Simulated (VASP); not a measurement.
# Nb (P6/mmm) in VASP: a series of runs

Runs on Nb. Level: PBE. Tasks: single point, relaxation of cell and atoms.

All numbers are computed with VASP 6.6.1; they aren't measurements. Logs are shortened: lines on timing, memory, paths and dates and some standing lists are left out, and cuts for length are marked.

## 1. The cell of the first run

It takes space group P6/mmm (No. 191, hexagonal). Conventional cell: a = 4.880 Å, b = 4.880 Å, c = 2.687 Å, α = 90.00°, β = 90.00°, γ = 120.00°. Within 3.5 Å of Nb (site symmetry 6/mmm) lie 14 Nb at 2.69 to 3.12 Å. Within 3.5 Å of Nb (site symmetry -6m2) lie 11 Nb at 2.69 to 3.12 Å.

This isn't the form of Nb at room conditions, which is bcc.

## 2. Single point, PBE, collinear spin (18.47 Å³/atom)

Contents of INCAR:

```
PREC = Accurate ; ENCUT = 520
EDIFF = 1E-6 ; ISMEAR = -1
SIGMA = 0.05 ; LREAL = F
LASPH = T ; NELM = 150
ALGO = Normal ; ISIF = 2
LWAVE = F ; LCHARG = T
ISPIN = 2 ; MAGMOM = 1 1 1
LORBIT = 11 ; LMAXMIX = 4
GGA = PE ; LELF = T
LVHAR = T ; NBANDS = 30
```

Contents of KPOINTS:

```
regular mesh
0
Gamma
  9 9 13
```

Contents of POSCAR:

```
Nb
1.0
    4.8799018063      0.0000000000      0.0000000000
   -2.4399509032      4.2261189323      0.0000000000
    0.0000000000      0.0000000000      2.6867380190
Nb
3
Direct
    0.0000000000      0.0000000000      0.0000000000
    0.3333333333      0.6666666667      0.5000000000
    0.6666666667      0.3333333333      0.5000000000
```

Potentials or basis: VASP PAW PBE potentials, release 64 (Nb_sv).

The run is started by

```bash
> cat potpaw_PBE.64/Nb_sv/POTCAR > POTCAR
> mpirun -np 1 vasp_std > vasp.out
```

OUTCAR:

```text
PREC = Accurate
   ENCUT = 520
   EDIFF = 1E-6
   ISMEAR = -1
   LREAL = F
   LASPH = T
   NELM = 150
   ISIF = 2
   ISPIN = 2
   LORBIT = 11
   GGA = PE

 ion  position               nearest neighbor table
   1  0.000  0.000  0.000-
   2  0.333  0.667  0.500-   3 2.82   3 2.82   3 2.82
   3  0.667  0.333  0.500-   2 2.82   2 2.82   2 2.82

  LATTYP: Found a hexagonal cell.
 ALAT       =     4.8799018063
 C/A-ratio  =     0.5505721479

  Lattice vectors:

 A1 = (   4.8799018063,   0.0000000000,   0.0000000000)
 A2 = (  -2.4399509032,   4.2261189323,   0.0000000000)
 A3 = (   0.0000000000,   0.0000000000,   2.6867380190)

Analysis of symmetry for initial positions (statically):
=====================================================================
 Subroutine PRICEL returns:
 Original cell was already a primitive cell.

 Routine SETGRP: Setting up the symmetry group for a
 hexagonal supercell.

 Subroutine GETGRP returns: Found 24 space group operations
 (whereof 24 operations were pure point group operations)
 out of a pool of 24 trial point group operations.

The static configuration has the point symmetry D_6h.

Analysis of symmetry for dynamics (positions and initial velocities):
=====================================================================
 Subroutine PRICEL returns:
 Original cell was already a primitive cell.

 Routine SETGRP: Setting up the symmetry group for a
 hexagonal supercell.

 Subroutine GETGRP returns: Found 24 space group operations
 (whereof 24 operations were pure point group operations)
 out of a pool of 24 trial point group operations.

The dynamic configuration has the point symmetry D_6h.

Analysis of structural, dynamic, and magnetic symmetry:
=====================================================================
 Subroutine PRICEL returns:
 Original cell was already a primitive cell.

 Routine SETGRP: Setting up the symmetry group for a
 hexagonal supercell.

 Subroutine GETGRP returns: Found 24 space group operations
 (whereof 24 operations were pure point group operations)
 out of a pool of 24 trial point group operations.

The overall configuration has the point symmetry D_6h.

 Subroutine INISYM returns: Found 24 space group operations
 (whereof 24 operations are pure point group operations),
 and found     1 'primitive' translations

----------------------------------------------------------------------------------------

                                     Primitive cell

  volume of cell :      55.4087

  direct lattice vectors                    reciprocal lattice vectors
     4.879901806  0.000000000  0.000000000     0.204922156  0.118311862  0.000000000
    -2.439950903  4.226118932  0.000000000     0.000000000  0.236623724  0.000000000
     0.000000000  0.000000000  2.686738019     0.000000000  0.000000000  0.372198552

  length of vectors
     4.879901806  4.879901806  2.686738019     0.236623724  0.236623724  0.372198552

  position of ions in fractional coordinates (direct lattice)
     0.000000000  0.000000000  0.000000000
     0.333333333  0.666666667  0.500000000
     0.666666667  0.333333333  0.500000000

  ion indices of the primitive-cell ions
   primitive index   ion index
                 1           1
                 2           2
                 3           3

----------------------------------------------------------------------------------------

 KPOINTS: regular mesh

Automatic generation of k-mesh.
 Grid dimensions read from file:
 generate k-points for:    9    9   13

 Generating k-lattice:

  Cartesian coordinates                     Fractional coordinates (reciprocal lattice)
     0.022769128  0.013145762  0.000000000     0.111111111 -0.000000000  0.000000000
     0.000000000  0.026291525  0.000000000     0.000000000  0.111111111  0.000000000
     0.000000000  0.000000000  0.028630658     0.000000000  0.000000000  0.076923077

  Length of vectors
     0.026291525  0.026291525  0.028630658

  Shift w.r.t. Gamma in fractional coordinates (k-lattice)
     0.000000000  0.000000000  0.000000000

 Subroutine IBZKPT returns following result:
 ===========================================

 Found     84 irreducible k-points:

 Following reciprocal coordinates:
            Coordinates               Weight
  0.000000  0.000000  0.000000      1.000000
  0.111111 -0.000000  0.000000      6.000000
  0.222222  0.000000  0.000000      6.000000
  0.333333 -0.000000  0.000000      6.000000
  0.444444  0.000000  0.000000      6.000000
  0.111111  0.111111  0.000000      6.000000
[... 16 lines left out ...]
  0.333333  0.222222  0.076923     24.000000
  0.333333  0.333333  0.076923      4.000000
 [... further k-points ...]
   k-points           NKPTS =     84   k-points in BZ     NKDIM =     84   number of bands    NBANDS=     30
   number of dos      NEDOS =    301   number of ions     NIONS =      3
   total plane-waves  NPLWV =  25920
   dimension x,y,z NGX =    36 NGY =   36 NGZ =   20
   dimension x,y,z NGXF=    72 NGYF=   72 NGZF=   40
   ions per type =               3
   NGX,Y,Z   is equivalent  to a cutoff of  12.26, 12.26, 12.38 a.u.
   NGXF,Y,Z  is equivalent  to a cutoff of  24.53, 24.53, 24.75 a.u.
 SYSTEM =  unknown system
   PREC   = accura    normal or accurate (medium, high low for compatibility)
   ISTART =      0    job   : 0-new  1-cont  2-samecut
   ICHARG =      2    charge: 1-file 2-atom 10-const
   ISPIN  =      2    spin polarized calculation?
   LNONCOLLINEAR =      F non collinear calculations
   LSORBIT =      F    spin-orbit coupling
   LASPH  =      T    aspherical Exc in radial PAW
   ENCUT  =  520.0 eV  38.22 Ry    6.18 a.u.   9.07  9.07  5.00*2*pi/ulx,y,z
   NELM   =    150;   NELMIN=  2; NELMDL= -5     # of ELM steps
   EDIFF  = 0.1E-05   stopping-criterion for ELM
   LREAL  =      F    real-space projection
   EDIFFG = 0.1E-04   stopping-criterion for IOM
   NSW    =      0    number of steps for IOM
   IBRION =     -1    ionic relax: 0-MD 1-quasi-New 2-CG
   NFREE  =      0    steps in history (QN), initial steepest desc. (CG)
   ISIF   =      2    stress and relaxation
   ISYM   =      2    0-nonsym 1-usesym 2-fastsym
   POTIM  = 0.5000    time-step for ionic-motion
   TEBEG  =    0.0;   TEEND  =   0.0 temperature during run
   PSTRESS=    0.0 pullay stress
   NELECT =      39.0000    total number of electrons
   NUPDOWN=      -1.0000    fix difference up-down
   EMIN   =  10.00;   EMAX   =-10.00  energy-range for DOS
   EFERMI =   0.00;   METHOD = LEGACY
   ISMEAR =    -1;   SIGMA  =   0.05  broadening in eV -4-tet -1-fermi 0-gaus
   EFERMI_NEDOS =   21; number of points for ismear=-14 and -15
   IALGO  =     38    algorithm
   IMIX   =      4    mixing-type and parameters
     AMIX     =   0.40;   BMIX     =  1.00
     AMIX_MAG =   1.60;   BMIX_MAG =  1.00
  volume/ion in A,a.u.               =      18.47       124.64
  Fermi-wavevector in a.u.,A,eV,Ry     =   1.456254  2.751920 28.853526  2.120674
  Thomas-Fermi vector in A             =   2.573193
   LORBIT       =     11    0 simple, 1 ext, 2 COOP (PROOUT), +10 PAW based schemes
   GGA     = PE    functional components
   LHFCALC =     F    Hartree Fock is set to
   AEXX    =    0.0000 exact exchange contribution
   IVDW    =     0    specifies the selected vdW correction
   LEPSILON=     F    determine dielectric tensor
   LRPA    =     F    only Hartree local field effects (RPA)
 spin polarized calculation
  energy-cutoff  :      520.00
  volume of cell :       55.41
 maximum number of plane-waves:      1515
   NGX = 19   NGY = 19   NGZ =  9

 number of electron      39.0000005 magnetization      -0.0022015

 number of electron      39.0000005 magnetization       0.0001322

 Free energy of the ion-electron system (eV)
  ---------------------------------------------------
  ext. energy  EPLUGINS =         0.00000000
  ---------------------------------------------------
  free energy    TOTEN  =       -30.06361631 eV

  energy without entropy =      -30.03584397  energy(sigma->0) =      -30.04973014

 E-fermi :  11.0118     XC(G=0): -12.3566

 val. band max:       11.0114641807   @ k =   0.2222   0.2222   0.0769
 cond. band min:      11.0166970963   @ k =   0.1111   0.1111   0.1538
 fundamental gap:      0.0052329157
 Fermi energy:        11.0118433989

 spin component 1

 k-point     1 :       0.0000    0.0000    0.0000
  band No.  band energies     occupation
      1     -43.6187      1.00000
      2     -43.4372      1.00000
      3     -43.3827      1.00000
      4     -19.9468      1.00000
      5     -19.9468      1.00000
      6     -19.7380      1.00000
[... 22 lines left out ...]
     29      19.6920      0.00000
     30      20.1469      0.00000
[... 728 lines left out ...]
  band No.  band energies     occupation
      1     -43.4733      1.00000
      2     -43.4668      1.00000
      3     -43.4668      1.00000
      4     -20.0299      1.00000
      5     -19.8374      1.00000
      6     -19.8374      1.00000
[... 22 lines left out ...]
     29      15.9324      0.00000
     30      15.9324      0.00000

 [... further k-points ...]

 spin component 2

 k-point     1 :       0.0000    0.0000    0.0000
  band No.  band energies     occupation
      1     -43.6187      1.00000
      2     -43.4371      1.00000
      3     -43.3827      1.00000
      4     -19.9467      1.00000
      5     -19.9467      1.00000
      6     -19.7380      1.00000
[... 22 lines left out ...]
     29      19.6855      0.00000
     30      20.1492      0.00000
[... 728 lines left out ...]
  band No.  band energies     occupation
      1     -43.4732      1.00000
      2     -43.4668      1.00000
      3     -43.4668      1.00000
      4     -20.0299      1.00000
      5     -19.8374      1.00000
      6     -19.8374      1.00000
[... 22 lines left out ...]
     29      15.9324      0.00000
     30      15.9324      0.00000

 [... further k-points ...]

------------------------ aborting loop because EDIFF is reached ----------------------------------------

  FORCE on cell =-STRESS in cart. coord.  units (eV):
  Direction    XX          YY          ZZ          XY          YZ          ZX
  --------------------------------------------------------------------------------------
  -------------------------------------------------------------------------------------
  Total        0.0365342      0.0365342     -0.2506178     -0.0000000      0.0000000      0.0000000
  in kB        1.0564097      1.0564097     -7.2467690     -0.0000000      0.0000000      0.0000000
  external PRESSURE =      -1.7113166 kB  Pullay stress =       0.0000000 kB

 VOLUME and BASIS-vectors are now :
 -----------------------------------------------------------------------------
  energy-cutoff  :      520.00
  volume of cell :       55.41
      direct lattice vectors                 reciprocal lattice vectors
     4.879901806  0.000000000  0.000000000     0.204922156  0.118311862  0.000000000
    -2.439950903  4.226118932  0.000000000     0.000000000  0.236623724  0.000000000
     0.000000000  0.000000000  2.686738019     0.000000000  0.000000000  0.372198552

 POSITION                                       TOTAL-FORCE (eV/Angst)
 -----------------------------------------------------------------------------------
      0.00000      0.00000      0.00000        -0.000000      0.000000      0.000000
     -0.00000      2.81741      1.34337         0.000000      0.000000     -0.000000
      2.43995      1.40871      1.34337        -0.000000      0.000000      0.000000
 -----------------------------------------------------------------------------------
    total drift:                                0.000000      0.000000     -0.000000

  FREE ENERGIE OF THE ION-ELECTRON SYSTEM (eV)
  ---------------------------------------------------
  free  energy   TOTEN  =       -30.0636163056 eV

  energy  without entropy=      -30.0358439686  energy(sigma->0) =      -30.04973014

 total charge

# of ion       s       p       d       tot
------------------------------------------
    1        2.214   6.007   2.436  10.656
    2        2.225   5.988   2.530  10.743
    3        2.225   5.988   2.530  10.743
--------------------------------------------------
tot          6.664  17.982   7.497  32.143

 magnetization (x)

# of ion       s       p       d       tot
------------------------------------------
    1       -0.000   0.000  -0.000  -0.000
    2        0.000   0.000   0.000   0.000
    3        0.000   0.000   0.000   0.000
--------------------------------------------------
tot          0.000   0.000   0.000   0.000
```

Wall time 1.8 min (1 thread of Intel Xeon 6975P-C (Granite Rapids), shared host); peak memory 0.3 GiB.

What came out:

```yaml
Free_energy: -30.0636 eV
Pressure: -0.2 GPa
Net_moment: 0.00 μB per cell
Valence_electrons_inside_the_program's_atomic_spheres: Nb 10.66, 10.74 (each value once)
```

## 3. Single point, PBE, collinear spin (19.21 Å³/atom)

This run uses another cell than the first one, of 19.21 Å³/atom.

Contents of INCAR:

```
SYSTEM = Nb
ALGO = Normal
EDIFF = 1E-6
ENCUT = 520
GGA = PE
ISIF = 2
ISMEAR = -1
ISPIN = 2
LASPH = .True.
LCHARG = .False.
LMAXMIX = 4
LORBIT = 11
LREAL = .False.
LWAVE = .False.
MAGMOM = 1 1 1
NBANDS = 30
NELM = 150
PREC = Accurate
SIGMA = 0.05
```

Contents of KPOINTS:

```
k-points
0
Gamma
  9 9 13
  0 0 0
```

Contents of POSCAR:

```
Nb
1.0
    4.9441184048      0.0000000000      0.0000000000
   -2.4720592024      4.2817321379      0.0000000000
    0.0000000000      0.0000000000      2.7220938895
Nb
3
Direct
    0.0000000000      0.0000000000      0.0000000000
    0.3333333333      0.6666666667      0.5000000000
    0.6666666667      0.3333333333      0.5000000000
```

Potentials or basis: VASP PAW PBE potentials, release 64 (Nb_sv).

The run is started by

```bash
> cat potpaw_PBE.64/Nb_sv/POTCAR > POTCAR
> mpirun -np 1 vasp_std > vasp.out
```

Wall time 2.3 min (1 thread of Intel Xeon 6975P-C (Granite Rapids), shared host); peak memory 0.33 GiB.

It converged, with:

| Property | Result |
| --- | --- |
| Free energy | -30.0203 eV |
| Pressure | -6.2 GPa |
| Net moment | 0.00 μB per cell |
| Valence electrons inside the program's atomic spheres | Nb 10.60, 10.69 (each value once) |

Stress tensor (GPa, compression positive):
```
-5.62  0.00  0.00
 0.00 -5.62  0.00
 0.00  0.00 -7.24
```

Levels at points of the mesh, in eV from the Fermi level:
Spin up:
```tsv
k point	band 17	band 18	band 19	band 20	band 21	band 22	band 23	band 24
(0.00, 0.00, 0.00)	-1.15	-1.15	-1.15	-0.90	0.63	0.63	2.81	2.81
```
Spin down:
```tsv
k point	band 17	band 18	band 19	band 20	band 21	band 22	band 23	band 24
(0.00, 0.00, 0.00)	-1.15	-1.15	-1.15	-0.90	0.63	0.63	2.81	2.81
```

Caveat: the cell stands under tension.

(Part 1 of 2 ends here.)
